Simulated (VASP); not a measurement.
Set up this calculation in VASP 6.6.1, as the native input.

- Task: relaxation of cell and atoms
- Functional: PBE
- Potentials or basis: VASP PAW PBE potentials, release 64 (Zn)
- Cutoff: 600 eV
- k mesh: 18 × 18 × 18
- Occupations: fermi-dirac, width 0.08 eV
- Spin: no spin polarisation
- Target pressure: 22 GPa
- Dipole correction: no
- Further INCAR settings: ALGO = Normal; EDIFF = 1e-07; IBRION = 2; EDIFFG = -0.005; NSW = 32; ISIF = 3

The structure of Zn lies in POSCAR:

```
Zn
1.0
    0.0000000000      1.8420601509      1.8420601509
    1.8420601509      0.0000000000      1.8420601509
    1.8420601509      1.8420601509      0.0000000000
Zn
1
Direct
    0.0000000000      0.0000000000      0.0000000000
```

This isn't the form of Zn at room conditions, which is hcp.

These files were run (other wordings do the same):

INCAR

```
PREC = Accurate ; ENCUT = 600
EDIFF = 1E-7 ; ISMEAR = -1
SIGMA = 0.08 ; LREAL = False
LASPH = True ; NELM = 100
ALGO = Normal ; ISIF = 3
LWAVE = False ; LCHARG = False
GGA = PE ; IBRION = 2
NSW = 32 ; EDIFFG = -0.005
PSTRESS = 220.0
```

KPOINTS

```
Automatic mesh
0
Gamma
  18 18 18
```

Potentials or basis: VASP PAW PBE potentials, release 64 (Zn).

The run is started by

```sh
$ cat potpaw_PBE.64/Zn/POTCAR > POTCAR
$ mpirun -np 1 vasp_std > vasp.out
```

Results of the run:

The relaxed volume is 12.54 Å³/atom and the relaxed cell is a = 2.608 Å, b = 2.608 Å, c = 2.608 Å, α = 60.00°, β = 60.00°, γ = 60.00°. The space group after relaxing (to 0.1 Å) is Fm-3m (No. 225) and the energy change on relaxing (the run minimises the enthalpy) is -5.6 meV/atom. The ionic steps are 3. The pressure after relaxing is 22.0 GPa. The band gap on the k mesh is zero (bands 6 and 7 overlap by 2.81 eV).

Caveat: the cell is relaxed towards a set pressure, so the run minimises the enthalpy, not the energy.

It took 50 s on 1 thread of Intel(R) Xeon(R) Platinum 8488C (Sapphire Rapids) (shared host), peak memory 0.16 GiB.
